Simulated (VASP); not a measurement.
Runs of VASP 6.6.1 on LaTlS2. The structure is that of space group P4/mmm (No. 123), or close to it. The cells are those of the table. 

```tsv
task	level	cell	k mesh	cutoff (eV)	gap on the mesh (eV)	pressure (GPa)
relaxation of cell and atoms	PBEsol	relaxed from a = 4.086, b = 4.086, c = 5.778 Å, 4 atoms	6 × 6 × 4	600	none	0.0
single point	r2SCAN+rVV10	a = 4.249, b = 4.249, c = 5.915 Å, 4 atoms	6 × 6 × 4	520	none	0.1
single point	r2SCAN+rVV10	a = 4.249, b = 4.249, c = 5.915 Å, 4 atoms	8 × 8 × 6	520	none	(a)
single point	PBEsol	a = 4.190, b = 4.190, c = 5.864 Å, 4 atoms	6 × 6 × 4	520	none	0.0
```

Alike in all rows: potentials or basis VASP PAW PBE potentials, release 64 (Tl_d, S, La); no spin polarisation; smearing fermi-dirac 0.03 eV.

Q: Estimate the missing entries.

A: (a) -0.1.

Caveats: the PAW data sets were made with another functional, which shifts forces and pressure a little; spin-orbit coupling is left out, which moves the levels of the heavy elements.

A k mesh can miss the band edges, and the runs leave out spin-orbit coupling on La, Tl.

A gap of «none» marks levels without a gap at the run's occupations.
